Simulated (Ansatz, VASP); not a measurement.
TaN in VASP and in Ansatz

```xyz
2
Lattice="0.0000 2.1518 2.1790 2.2062 0.0000 2.1790 2.2062 2.1518 0.0000" Properties=species:S:1:pos:R:3 pbc="T T T"
Ta    2.2062    2.1518    2.1790
N     0.0000    0.0000    0.0000
```

Change from the starting cell: strain +0.0125 x Voigt [1, -1, 0, 0, 0, 0], atoms carried along.

Alike in both runs: task single point; functional PBEsol; k mesh 18 × 18 × 18; occupations gaussian, width 0.15 eV; no spin polarisation.

```csv
,VASP,Ansatz
version,VASP 6.6.1,Ansatz 0.2.0
potentials or method,"VASP PAW PBE potentials, release 64 (Ta_pv, N), cutoff 520 eV","scalar-relativistic, plane waves, PAW"
valence electrons in the cell,16,18
```

|  | VASP | Ansatz | Ansatz less VASP |
| --- | --- | --- | --- |
| gap on the k mesh at the Fermi level (eV) | none | none | - |
| pressure (GPa) | 6.0 | 4.9 | -1.06 |
| traceless stress, the component that is largest in VASP (GPa) | 8.67 | 8.60 | -0.073 |

VASP's potentials were made for PBE, not for PBEsol. A gap of «none» marks a metal or a gap that the smearing closes. VASP's potentials hold 16 valence electrons a cell and Ansatz's 18, so a difference there can come from the potentials and not from the codes.

Spin-orbit coupling is off throughout.
